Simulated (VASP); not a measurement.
A run of VASP 6.6.1 is set up as follows.

INCAR

```
SYSTEM = Al7Cu
ALGO = Fast ; EDIFF = 1E-6
ENCUT = 520 ; GGA = PE
ISIF = 2 ; ISMEAR = 0
LASPH = .True. ; LCHARG = .False.
LREAL = .False. ; LWAVE = .False.
NBANDS = 26 ; NELM = 100
PREC = Accurate ; SIGMA = 0.1
```

File KPOINTS:

```
k-points
0
Gamma
  4 4 4
  0 0 0
```

Contents of POSCAR:

```
Al7Cu
1.0
    0.0000000000      3.8980343700      3.8980343700
    3.8980343700      0.0000000000      3.8980343700
    3.8980343700      3.8980343700      0.0000000000
Al Cu
7 1
Direct
    0.5000000000      0.0000000000      0.0000000000
    0.0000000000      0.5000000000      0.5000000000
    0.0000000000      0.5000000000      0.0000000000
    0.5000000000      0.0000000000      0.5000000000
    0.0000000000      0.0000000000      0.5000000000
    0.5000000000      0.5000000000      0.0000000000
    0.0000000000      0.0000000000      0.0000000000
    0.5000000000      0.5000000000      0.5000000000
```

Potentials or basis: VASP PAW PBE potentials, release 64 (Al, Cu).

Command:

```bash
$ cat potpaw_PBE.64/Al/POTCAR potpaw_PBE.64/Cu/POTCAR > POTCAR
$ mpirun -np 1 vasp_std > vasp.out
```

Q: What does it give for the pressure?

A: 6.0 GPa.

Q: Predict the band gap on the k mesh.

A: Zero (band 16 reaches 9.14 eV, above the bottom of band 17 at 6.11 eV).
